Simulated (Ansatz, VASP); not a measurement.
**TiO2 in VASP and in Ansatz**

POSCAR

```
TiO2
1.0
    5.2910000000      0.0000000000      0.0000000000
   -2.6455000000      4.5821404114      0.0000000000
    0.0000000000      0.0000000000      6.1330000000
Ti O
3 6
Direct
    0.4530000000      0.0000000000      0.3333333333
    0.0000000000      0.4530000000      0.6666666667
    0.5470000000      0.5470000000      0.0000000000
    0.4080000000      0.3030000000      0.2150000000
    0.6970000000      0.1050000000      0.5483333333
    0.8950000000      0.5920000000      0.8816666667
    0.3030000000      0.4080000000      0.7850000000
    0.1050000000      0.6970000000      0.4516666667
    0.5920000000      0.8950000000      0.1183333333
```

Contents of INCAR.step1:

```
SYSTEM = TiO2
PREC = Accurate
ENCUT = 520
ISMEAR = -1
SIGMA = 0.01
LREAL = .FALSE.
LASPH = .TRUE.
NELM = 60
NBANDS = 46
GGA = PE
ALGO = Normal
EDIFF = 1E-4
LWAVE = .TRUE.
LCHARG = .FALSE.
```

INCAR.step2

```
SYSTEM = TiO2
PREC = Accurate
ENCUT = 520
EDIFF = 1E-8
ISMEAR = -1
SIGMA = 0.01
LREAL = .FALSE.
LASPH = .TRUE.
NELM = 60
ALGO = Normal
ISIF = 2
LWAVE = .FALSE.
LCHARG = .FALSE.
METAGGA = R2SCAN
LMIXTAU = .TRUE.
LEFG = .TRUE.
NBANDS = 46
ISTART = 1
```

The input KPOINTS:

```
regular mesh
0
G
  6 6 5
  0 0 0
```

Input for Ansatz:

```yaml
crystal:
  lattice:
    - [5.291, 0.0, 0.0]
    - [-2.6455, 4.5821404114, 0.0]
    - [0.0, 0.0, 6.133]
  atoms:
    - { symbol: Ti, position: [0.453, 0.0, 0.3333333333] }
    - { symbol: Ti, position: [0.0, 0.453, 0.6666666667] }
    - { symbol: Ti, position: [0.547, 0.547, 0.0] }
    - { symbol: O, position: [0.408, 0.303, 0.215] }
    - { symbol: O, position: [0.697, 0.105, 0.5483333333] }
    - { symbol: O, position: [0.895, 0.592, 0.8816666667] }
    - { symbol: O, position: [0.303, 0.408, 0.785] }
    - { symbol: O, position: [0.105, 0.697, 0.4516666667] }
    - { symbol: O, position: [0.592, 0.895, 0.1183333333] }
kpoints:
  mp_grid: { grid: [6, 6, 5] }
scf:
  occupations: { method: fermi_dirac, width: 0.01 }
hamiltonian:
  xc: r2scan
  pseudopotentials: { kind: paw }
output:
  forces: true
  stress: true
  populations: true
  efg:
    quadrupole_moments_barn: { Ti: 0.247, O: -0.02558 }
    contact_densities: true
```

Alike in both runs: task electric field gradients; functional r2SCAN; k mesh 6 × 6 × 5; occupations fermi-dirac, width 0.01 eV; no spin polarisation.

```csv
,VASP,Ansatz
version,VASP 6.6.1,Ansatz 0.2.0
potentials or method,"VASP PAW PBE potentials, release 64 (Ti_sv, O)","plane-wave PAW, scalar-relativistic"
plane-wave cutoff (eV),520,500
valence electrons in the cell,72,72
```

VASP gave:

- gap on the k mesh at the Fermi level (eV): 4.26
- pressure (GPa): 4.8
- traceless stress, the component that is largest in VASP (GPa): 3.76
- rms of the force components (eV/Å): 1.257
- size of Vzz on the site where it differs most (V/Å²): 14.9

**Question.** Which values does Ansatz return?

**Answer.** gap on the k mesh at the Fermi level (eV): 4.27; pressure (GPa): 3.9; traceless stress, the component that is largest in VASP (GPa): 3.32; rms of the force components (eV/Å): 1.169; size of Vzz on the site where it differs most (V/Å²): 16.8.

VASP's potentials were made for PBE, not for r2SCAN. Atom by atom the forces differ by 0.094 eV/Å (rms over components).
